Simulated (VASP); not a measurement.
Set up this calculation in VASP 6.6.1, as the native input.

| Property | Result |
| --- | --- |
| Task | single point |
| Functional | PBE |
| Potentials or basis | VASP PAW PBE potentials, release 64 (Sn_d, Se) |
| Cutoff | 400 eV |
| k mesh | 7 × 7 × 7 |
| Occupations | gaussian, width 0.02 eV |
| Spin | no spin polarisation |
| Further INCAR settings | ALGO = Normal; EDIFF = 1e-07 |

The structure of SnSe lies in POSCAR:

```
SnSe
1.0
    0.0000000000      3.0100000000      3.0100000000
    3.0100000000      0.0000000000      3.0100000000
    3.0100000000      3.0100000000      0.0000000000
Sn Se
1 1
Direct
   -0.0031490000      0.0039450000      0.0013860000
    0.5038360000      0.4993160000      0.4990400000
```

This cell differs from its parent crystal: atoms moved at random.

One way to write it, as run:

INCAR

```
PREC = Accurate
ENCUT = 400
EDIFF = 1E-7
ISMEAR = 0
SIGMA = 0.02
LREAL = F
LASPH = T
ALGO = Normal
NELM = 100
ISIF = 2
LWAVE = F
LCHARG = F
```

KPOINTS

```
k-points
0
Gamma
  7 7 7
```

Potentials or basis: VASP PAW PBE potentials, release 64 (Sn_d, Se).

Launch:

```console
$ cat potpaw_PBE.64/Sn_d/POTCAR potpaw_PBE.64/Se/POTCAR > POTCAR
$ mpirun -np 1 vasp_std > vasp.out
```

Results of the run:

```
Pressure               : 1.0 GPa
Band gap on the k mesh : 0.78 eV
```

Caveat: the cell differs from its parent crystal (atoms moved at random); spin-orbit coupling is left out, which moves the levels of the heavy elements; an odd mesh through Γ misses points on the zone boundary, where band edges can lie.

Wall time 32 s on 1 thread of Intel(R) Xeon(R) 6975P-C (Granite Rapids) (shared host), peak memory 0.22 GiB.
